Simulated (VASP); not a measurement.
# Pt (Fmmm) in VASP: a series of runs

Pt is run at these levels: LDA; tasks: single point.

Everything below comes from runs of VASP 6.6.1. Logs are shortened: lines on timing, memory, paths and dates and some standing lists are left out, and cuts for length are marked.

## (1) The cell of the first run

Symmetry: Fmmm, No. 69, orthorhombic system. Conventional cell: a = 3.465 Å, b = 3.894 Å, c = 3.962 Å, α = 90.00°, β = 90.00°, γ = 90.00°. Pt (site symmetry mmm) has 14 Pt at 2.61 to 3.47 Å within 3.5 Å.

## (2) Single point, LDA (normal strain along x -0.1100, normal strain along z +0.0175)

INCAR reads:

```
SYSTEM = Pt
ALGO = Fast
EDIFF = 1E-6
ENCUT = 520
ISIF = 2
ISMEAR = 0
LASPH = .True.
LCHARG = .False.
LREAL = .False.
LWAVE = .False.
NBANDS = 11
NELM = 60
PREC = Accurate
SIGMA = 0.15
```

KPOINTS reads:

```
k-points
0
Gamma
  20 20 20
  0 0 0
```

POSCAR reads:

```
Pt
1.0
    0.0000000000      1.9468328700      1.9809024452
    1.7326812543      0.0000000000      1.9809024452
    1.7326812543      1.9468328700      0.0000000000
Pt
1
Direct
    0.0000000000      0.0000000000      0.0000000000
```

Potentials or basis: VASP PAW LDA potentials, release 64 (Pt).

The run is started by

```sh
$ cat potpaw_LDA.64/Pt/POTCAR > POTCAR
$ mpirun -np 1 vasp_std > vasp.out
```

OUTCAR:

```text
SYSTEM = Pt
   EDIFF = 1E-6
   ENCUT = 520
   ISIF = 2
   ISMEAR = 0
   LASPH = .True.
   LREAL = .False.
   NELM = 60
   PREC = Accurate

 ion  position               nearest neighbor table
   1  0.000  0.000  0.000-

  LATTYP: Found a face centered orthorhombic cell.
 ALAT       =     3.4653625086
 B/A-ratio  =     1.1235955056
 C/A-ratio  =     1.1432584270

  Lattice vectors:

 A1 = (   0.0000000000,   1.9468328700,   1.9809024452)
 A2 = (   1.7326812543,   0.0000000000,   1.9809024452)
 A3 = (   1.7326812543,   1.9468328700,   0.0000000000)

Analysis of symmetry for initial positions (statically):
=====================================================================
 Subroutine PRICEL returns:
 Original cell was already a primitive cell.

 Routine SETGRP: Setting up the symmetry group for a
 face centered orthorhombic supercell.

 Subroutine GETGRP returns: Found  8 space group operations
 (whereof  8 operations were pure point group operations)
 out of a pool of  8 trial point group operations.

The static configuration has the point symmetry D_2h.

Analysis of symmetry for dynamics (positions and initial velocities):
=====================================================================
 Subroutine PRICEL returns:
 Original cell was already a primitive cell.

 Routine SETGRP: Setting up the symmetry group for a
 face centered orthorhombic supercell.

 Subroutine GETGRP returns: Found  8 space group operations
 (whereof  8 operations were pure point group operations)
 out of a pool of  8 trial point group operations.

The dynamic configuration has the point symmetry D_2h.

 Subroutine INISYM returns: Found  8 space group operations
 (whereof  8 operations are pure point group operations),
 and found     1 'primitive' translations

----------------------------------------------------------------------------------------

                                     Primitive cell

  volume of cell :      13.3641

  direct lattice vectors                    reciprocal lattice vectors
     0.000000000  1.946832870  1.980902445    -0.288570098  0.256827388  0.252410209
     1.732681254  0.000000000  1.980902445     0.288570098 -0.256827388  0.252410209
     1.732681254  1.946832870  0.000000000     0.288570098  0.256827388 -0.252410209

  length of vectors
     2.777432757  2.631759644  2.606212300     0.461458473  0.461458473  0.461458473

  position of ions in fractional coordinates (direct lattice)
     0.000000000  0.000000000  0.000000000

  ion indices of the primitive-cell ions
   primitive index   ion index
                 1           1

----------------------------------------------------------------------------------------

 KPOINTS: k-points

Automatic generation of k-mesh.
 Grid dimensions read from file:
 generate k-points for:   20   20   20

 Generating k-lattice:

  Cartesian coordinates                     Fractional coordinates (reciprocal lattice)
    -0.014428505  0.012841369  0.012620510     0.050000000 -0.000000000 -0.000000000
     0.014428505 -0.012841369  0.012620510     0.000000000  0.050000000  0.000000000
     0.014428505  0.012841369 -0.012620510     0.000000000  0.000000000  0.050000000

  Length of vectors
     0.023072924  0.023072924  0.023072924

  Shift w.r.t. Gamma in fractional coordinates (k-lattice)
     0.000000000  0.000000000  0.000000000

 Subroutine IBZKPT returns following result:
 ===========================================

 Found   1166 irreducible k-points:

 Following reciprocal coordinates:
            Coordinates               Weight
  0.000000  0.000000  0.000000      1.000000
  0.050000 -0.000000 -0.000000      8.000000
  0.100000 -0.000000 -0.000000      8.000000
  0.150000  0.000000  0.000000      8.000000
  0.200000 -0.000000 -0.000000      8.000000
  0.250000 -0.000000  0.000000      8.000000
[... 16 lines left out ...]
 -0.400000  0.050000  0.000000      8.000000
 -0.350000  0.050000  0.000000      8.000000
 [... further k-points ...]
   k-points           NKPTS =   1166   k-points in BZ     NKDIM =   1166   number of bands    NBANDS=     11
   number of dos      NEDOS =    301   number of ions     NIONS =      1
   total plane-waves  NPLWV =   9600
   dimension x,y,z NGX =    24 NGY =   20 NGZ =   20
   dimension x,y,z NGXF=    48 NGYF=   40 NGZF=   40
   ions per type =               1
   NGX,Y,Z   is equivalent  to a cutoff of  14.37, 12.63, 12.76 a.u.
   NGXF,Y,Z  is equivalent  to a cutoff of  28.73, 25.27, 25.52 a.u.
 SYSTEM =  Pt
   PREC   = accura    normal or accurate (medium, high low for compatibility)
   ISTART =      0    job   : 0-new  1-cont  2-samecut
   ICHARG =      2    charge: 1-file 2-atom 10-const
   ISPIN  =      1    spin polarized calculation?
   LNONCOLLINEAR =      F non collinear calculations
   LSORBIT =      F    spin-orbit coupling
   LASPH  =      T    aspherical Exc in radial PAW
   ENCUT  =  520.0 eV  38.22 Ry    6.18 a.u.   5.16  4.89  4.85*2*pi/ulx,y,z
   NELM   =     60;   NELMIN=  2; NELMDL= -5     # of ELM steps
   EDIFF  = 0.1E-05   stopping-criterion for ELM
   LREAL  =      F    real-space projection
   EDIFFG = 0.1E-04   stopping-criterion for IOM
   NSW    =      0    number of steps for IOM
   IBRION =     -1    ionic relax: 0-MD 1-quasi-New 2-CG
   NFREE  =      0    steps in history (QN), initial steepest desc. (CG)
   ISIF   =      2    stress and relaxation
   ISYM   =      2    0-nonsym 1-usesym 2-fastsym
   POTIM  = 0.5000    time-step for ionic-motion
   TEBEG  =    0.0;   TEEND  =   0.0 temperature during run
   PSTRESS=    0.0 pullay stress
   NELECT =      10.0000    total number of electrons
   NUPDOWN=      -1.0000    fix difference up-down
   EMIN   =  10.00;   EMAX   =-10.00  energy-range for DOS
   EFERMI =   0.00;   METHOD = LEGACY
   ISMEAR =     0;   SIGMA  =   0.15  broadening in eV -4-tet -1-fermi 0-gaus
   EFERMI_NEDOS =   21; number of points for ismear=-14 and -15
   IALGO  =     68    algorithm
   IMIX   =      4    mixing-type and parameters
     AMIX     =   0.40;   BMIX     =  1.00
     AMIX_MAG =   1.60;   BMIX_MAG =  1.00
  volume/ion in A,a.u.               =      13.36        90.19
  Fermi-wavevector in a.u.,A,eV,Ry     =   1.486260  2.808623 30.054831  2.208968
  Thomas-Fermi vector in A             =   2.599568
   LORBIT       =      0    0 simple, 1 ext, 2 COOP (PROOUT), +10 PAW based schemes
   GGA     = CA    functional components
   LHFCALC =     F    Hartree Fock is set to
   AEXX    =    0.0000 exact exchange contribution
   IVDW    =     0    specifies the selected vdW correction
   LEPSILON=     F    determine dielectric tensor
   LRPA    =     F    only Hartree local field effects (RPA)
 non-spin polarized calculation
 RMM-DIIS sequential band-by-band and
 Gauss-broadening in eV      SIGMA  =   0.15
  energy-cutoff  :      520.00
  volume of cell :       13.36
 maximum number of plane-waves:       374
 NGX is ok and might be reduce to    24
   NGX = 11   NGY =  9   NGZ =  9

 number of electron      10.0000000 magnetization

 Free energy of the ion-electron system (eV)
  ---------------------------------------------------
  ext. energy  EPLUGINS =         0.00000000
  ---------------------------------------------------
  free energy    TOTEN  =        -7.30111759 eV

  energy without entropy =       -7.28611345  energy(sigma->0) =       -7.29361552

 E-fermi :  13.5825     XC(G=0): -14.3937

 val. band max:       13.5824649588   @ k =  -0.2500   0.1500   0.4000
 cond. band min:      13.5839795451   @ k =   0.5000  -0.2000   0.3000
 fundamental gap:      0.0015145862
 Fermi energy:        13.5825346756

 k-point     1 :       0.0000    0.0000    0.0000
  band No.  band energies     occupation
      1       1.9899      2.00000
      2       8.4790      2.00000
      3       8.7556      2.00000
      4      10.1988      2.00000
      5      10.6111      2.00000
      6      12.4914      2.00000
      7      28.1286      0.00000
      8      31.9231      0.00000
      9      32.3804      0.00000
     10      36.5306      0.00000
     11      39.8981      0.00000

 k-point     2 :       0.0500   -0.0000   -0.0000
  band No.  band energies     occupation
      1       2.1052      2.00000
      2       8.5004      2.00000
      3       8.7750      2.00000
      4      10.1870      2.00000
      5      10.6039      2.00000
      6      12.4456      2.00000
      7      28.3194      0.00000
      8      31.9206      0.00000
      9      32.4447      0.00000
     10      36.1001      0.00000
     11      40.7326      0.00000

 k-point     3 :       0.1000   -0.0000   -0.0000
  band No.  band energies     occupation
      1       2.4414      2.00000
      2       8.5264      2.00000
      3       8.8331      2.00000
      4      10.1749      2.00000
      5      10.6139      2.00000
      6      12.3260      2.00000
      7      28.8470      0.00000
      8      31.4788      0.00000
      9      32.8833      0.00000
     10      35.7921      0.00000
     11      41.7713      0.00000

 k-point     4 :       0.1500    0.0000    0.0000
  band No.  band energies     occupation
      1       2.9657      2.00000
      2       8.5074      2.00000
      3       8.8901      2.00000
      4      10.2039      2.00000
      5      10.7311      2.00000
      6      12.1833      2.00000
      7      29.5399      0.00000
      8      30.4957      0.00000
      9      33.7213      0.00000
     10      36.2269      0.00000
     11      40.1819      0.00000
[... 239 lines left out ...]
 k-point    22 :      -0.4500    0.0500    0.0000
  band No.  band energies     occupation
      1       5.0432      2.00000
      2       8.1003      2.00000
      3       9.9543      2.00000
      4      11.9580      2.00000
      5      13.3123      1.98917
      6      14.7206      0.00000
      7      20.8268      0.00000
      8      27.4090      0.00000
      9      32.1800      0.00000
     10      34.9978      0.00000
     11      42.2115      0.00000

 k-point    23 :      -0.4000    0.0500    0.0000
  band No.  band energies     occupation
      1       5.0635      2.00000
      2       8.1778      2.00000
      3      10.0232      2.00000
      4      11.2144      2.00000
      5      13.0125      2.00000
      6      14.3172      0.00000
      7      22.0207      0.00000
      8      27.7402      0.00000
      9      32.7121      0.00000
     10      35.7131      0.00000
     11      40.8501      0.00000

 k-point    24 :      -0.3500    0.0500    0.0000
  band No.  band energies     occupation
      1       5.0556      2.00000
      2       8.3069      2.00000
      3      10.0395      2.00000
      4      10.2955      2.00000
      5      12.6073      2.00000
      6      13.6813      0.35164
      7      23.7069      0.00000
      8      28.3660      0.00000
      9      33.7553      0.00000
     10      36.8873      0.00000
     11      39.1746      0.00000

 [... further k-points ...]
[... 5 lines left out ...]
  --------------------------------------------------------------------------------------
  -------------------------------------------------------------------------------------
  Total        4.0949148      3.4531234      2.9979359      0.0000000      0.0000000      0.0000000
  in kB      490.9248557    413.9827511    359.4119392      0.0000000      0.0000000      0.0000000
  external PRESSURE =     421.4398487 kB  Pullay stress =       0.0000000 kB

 VOLUME and BASIS-vectors are now :
 -----------------------------------------------------------------------------
  energy-cutoff  :      520.00
  volume of cell :       13.36
      direct lattice vectors                 reciprocal lattice vectors
     0.000000000  1.946832870  1.980902445    -0.288570098  0.256827388  0.252410209
     1.732681254  0.000000000  1.980902445     0.288570098 -0.256827388  0.252410209
     1.732681254  1.946832870  0.000000000     0.288570098  0.256827388 -0.252410209

 POSITION                                       TOTAL-FORCE (eV/Angst)
 -----------------------------------------------------------------------------------
      0.00000      0.00000      0.00000         0.000000      0.000000      0.000000
 -----------------------------------------------------------------------------------
    total drift:                                0.000000      0.000000     -0.000000

  FREE ENERGIE OF THE ION-ELECTRON SYSTEM (eV)
  ---------------------------------------------------
  free  energy   TOTEN  =        -7.3011175941 eV

  energy  without entropy=       -7.2861134507  energy(sigma->0) =       -7.29361552
```

Run time: 2.7 min. Hardware: 1 thread of Intel Xeon 8259CL, shared host; peak memory 0.28 GiB.

Results:

```
Free energy            : -7.3011 eV
Pressure               : 42.1 GPa
Band gap on the k mesh : zero (bands 5 and 6 overlap by 3.39 eV)
```

Caveat: the cell differs from its parent crystal (normal strain along x -0.1100, normal strain along z +0.0175); the stress differs along the axes, from 36 to 49 GPa; spin-orbit coupling is left out, which moves the levels of the heavy elements.

## (3) Single point, LDA (normal strain along x -0.1100, normal strain along z +0.0350)

INCAR reads:

```
PREC = Accurate
ENCUT = 520
EDIFF = 1E-6
ISMEAR = 0
SIGMA = 0.15
LREAL = F
LASPH = T
NELM = 60
ALGO = Fast
ISIF = 2
LWAVE = F
LCHARG = T
LELF = T
LVHAR = T
NBANDS = 11
```

KPOINTS reads:

```
Automatic mesh
0
Gamma
  20 20 20
```

POSCAR reads:

```
Pt
1.0
    0.0000000000      1.9468328700      2.0149720204
    1.7326812543      0.0000000000      2.0149720204
    1.7326812543      1.9468328700      0.0000000000
Pt
1
Direct
    0.0000000000      0.0000000000      0.0000000000
```

Potentials or basis: VASP PAW LDA potentials, release 64 (Pt).

The run is started by

```sh
$ cat potpaw_LDA.64/Pt/POTCAR > POTCAR
$ mpirun -np 1 vasp_std > vasp.out
```

Wall time 3 min (1 thread of Intel Xeon 8259CL, shared host); peak memory 0.28 GiB.

The run converged. Its results:

```
Free energy            : -7.3458 eV
Pressure               : 33.7 GPa
Band gap on the k mesh : zero (bands 5 and 6 overlap by 3.36 eV)
```

Stress tensor (GPa, compression positive):
```
40.68  0.00  0.00
 0.00 35.48  0.00
 0.00  0.00 25.04
```

Levels at points of the mesh, in eV from the Fermi level:
```
           k point  band 1  band 2  band 3  band 4  band 5  band 6  band 7  band 8  band 9  band 10
(0.00, 0.00, 0.00)  -11.37   -5.10   -4.56   -3.19   -2.99   -0.99   14.68   18.07   18.95    23.07
(0.50, 0.00, 0.00)   -8.41   -5.39   -3.47   -0.76   -0.35    0.66    6.95   13.65   18.60    21.35
(0.50, 0.50, 0.00)   -8.33   -7.61    0.01    0.10    0.46    1.08    8.55   12.38   13.71    23.01
(0.50, 0.00, 0.50)   -8.28   -7.50   -0.23   -0.17    1.13    1.39    9.56   11.67   13.26    22.79
(0.00, 0.50, 0.50)   -8.13   -7.78    0.14    0.45    0.99    3.74   10.02   10.31   12.73    20.61
```

Caveat: the cell differs from its parent crystal (normal strain along x -0.1100, normal strain along z +0.0350); the stress differs along the axes, from 25 to 41 GPa; spin-orbit coupling is left out, which moves the levels of the heavy elements.

## (4) Single point, LDA (normal strain along x -0.0550, normal strain along z -0.0175)

INCAR reads:

```
SYSTEM = Pt
PREC = Accurate
ENCUT = 520
EDIFF = 1E-7
ISMEAR = 0
SIGMA = 0.15
LREAL = .FALSE.
LASPH = .TRUE.
NELM = 80
ALGO = Fast
ISIF = 2
LWAVE = .FALSE.
LCHARG = .TRUE.
LELF = .TRUE.
LVHAR = .TRUE.
NBANDS = 11
```

KPOINTS reads:

```
Automatic mesh
0
G
  20 20 20
  0 0 0
```

POSCAR reads:

```
Pt
1.0
    0.0000000000      1.9468328700      1.9127632948
    1.8397570622      0.0000000000      1.9127632948
    1.8397570622      1.9468328700      0.0000000000
Pt
1
Direct
    0.0000000000      0.0000000000      0.0000000000
```

The run is started by

```sh
$ cat potpaw_LDA.64/Pt/POTCAR > POTCAR
$ mpirun -np 1 vasp_std > vasp.out
```

It took 4.1 min on 1 thread of Intel Xeon 8259CL, shared host; peak memory 0.28 GiB.

It converged, with:

```
Free energy            : -7.4138 eV
Pressure               : 29.3 GPa
Band gap on the k mesh : zero (bands 5 and 6 overlap by 2.88 eV)
```

Stress tensor (GPa, compression positive):
```
33.14  0.00  0.00
 0.00 25.57  0.00
 0.00  0.00 29.26
```

Levels at points of the mesh, in eV from the Fermi level:
```
           k point  band 2  band 3  band 4  band 5  band 6  band 7  band 8  band 9
(0.00, 0.00, 0.00)   -4.77   -4.52   -4.02   -2.31   -1.52   14.32   19.02   19.52
(0.50, 0.00, 0.00)   -4.87   -4.18   -0.87   -0.11    0.25    6.65   13.83   19.10
(0.50, 0.50, 0.00)   -7.70    0.00    0.27    0.91    1.45    9.81   11.51   12.08
(0.50, 0.00, 0.50)   -7.72    0.06    0.38    0.78    1.09    9.30   11.91   12.31
(0.00, 0.50, 0.50)   -7.74    0.02    0.51    0.74    2.28   10.90   10.97   11.13
```

Caveat: the cell differs from its parent crystal (normal strain along x -0.0550, normal strain along z -0.0175); the stress differs along the axes, from 26 to 33 GPa; spin-orbit coupling is left out, which moves the levels of the heavy elements.

## (5) Single point, LDA (normal strain along x -0.1100, normal strain along z +0.0525)

INCAR reads:

```
SYSTEM = Pt
PREC = Accurate
ENCUT = 520
EDIFF = 1E-6
ISMEAR = 0
SIGMA = 0.15
LREAL = .False.
LASPH = .True.
NELM = 80
ALGO = Fast
ISIF = 2
LWAVE = .False.
LCHARG = .False.
NBANDS = 11
```

KPOINTS reads:

```
regular mesh
0
Gamma
  20 20 20
  0 0 0
```

POSCAR reads:

```
Pt
1.0
    0.0000000000      1.9468328700      2.0490415957
    1.7326812543      0.0000000000      2.0490415957
    1.7326812543      1.9468328700      0.0000000000
Pt
1
Direct
    0.0000000000      0.0000000000      0.0000000000
```

The run is started by

```sh
$ cat potpaw_LDA.64/Pt/POTCAR > POTCAR
$ mpirun -np 1 vasp_std > vasp.out
```

Wall time 2.9 min (1 thread of Intel Xeon 8259CL, shared host); peak memory 0.29 GiB.

The run converged. Its results:

```yaml
Free_energy: -7.3761 eV
Pressure: 27.3 GPa
Band_gap_on_the_k_mesh: zero (bands 5 and 6 overlap by 3.35 eV)
```

Stress tensor (GPa, compression positive):
```
34.41  0.00  0.00
 0.00 31.12  0.00
 0.00  0.00 16.31
```

Levels at points of the mesh, in eV from the Fermi level:
| k point | band 1 | band 2 | band 3 | band 4 | band 5 | band 6 | band 7 | band 8 | band 9 | band 10 |
| --- | --- | --- | --- | --- | --- | --- | --- | --- | --- | --- |
| (0.00, 0.00, 0.00) | -11.15 | -5.10 | -4.30 | -3.01 | -3.00 | -0.87 | 14.83 | 17.84 | 19.09 | 23.18 |
| (0.50, 0.00, 0.00) | -8.20 | -5.29 | -3.27 | -0.66 | -0.36 | 0.68 | 6.84 | 13.66 | 18.47 | 21.44 |
| (0.50, 0.50, 0.00) | -8.13 | -7.40 | 0.05 | 0.12 | 0.33 | 1.01 | 8.08 | 12.58 | 13.87 | 22.97 |
| (0.50, 0.00, 0.50) | -8.05 | -7.24 | -0.30 | -0.27 | 1.30 | 1.46 | 9.56 | 11.54 | 13.19 | 22.66 |
| (0.00, 0.50, 0.50) | -7.89 | -7.55 | 0.13 | 0.31 | 1.10 | 3.90 | 9.86 | 10.25 | 12.66 | 20.39 |

Caveat: the cell differs from its parent crystal (normal strain along x -0.1100, normal strain along z +0.0525); the stress differs along the axes, from 16 to 34 GPa; spin-orbit coupling is left out, which moves the levels of the heavy elements.

## (6) Overview

```tsv
cell	further INCAR settings	gap on the mesh (eV)	pressure (GPa)
a = 2.777, b = 2.632, c = 2.606 Å, angles 64.0, 58.4, 57.5°, 1 atom	ALGO = Fast; EDIFF = 1e-06; NBANDS = 11	none	42.1
a = 2.802, b = 2.657, c = 2.606 Å, angles 64.3, 58.7, 57.0°, 1 atom	ALGO = Fast; EDIFF = 1e-06; NBANDS = 11	none	33.7
a = 2.729, b = 2.654, c = 2.679 Å, angles 61.6, 58.8, 59.7°, 1 atom	ALGO = Fast; EDIFF = 1e-07; NBANDS = 11	none	29.3
a = 2.826, b = 2.683, c = 2.606 Å, angles 64.6, 59.0, 56.4°, 1 atom	ALGO = Fast; EDIFF = 1e-06; NBANDS = 11	none	27.3
```

Alike in all rows: task single point; level LDA; potentials or basis VASP PAW LDA potentials, release 64 (Pt); no spin polarisation; k mesh 20 × 20 × 20; cutoff (eV) 520; smearing gaussian 0.15 eV.

Caveats: spin-orbit coupling is left out, which moves the levels of the heavy elements; the stress differs along the axes, from 36 to 49 GPa (at least some runs); the stress differs along the axes, from 25 to 41 GPa (at least some runs); the stress differs along the axes, from 26 to 33 GPa (at least some runs); the stress differs along the axes, from 16 to 34 GPa (at least some runs).

Total energies depend on the potentials used, so only differences within one code and one set of settings carry meaning.
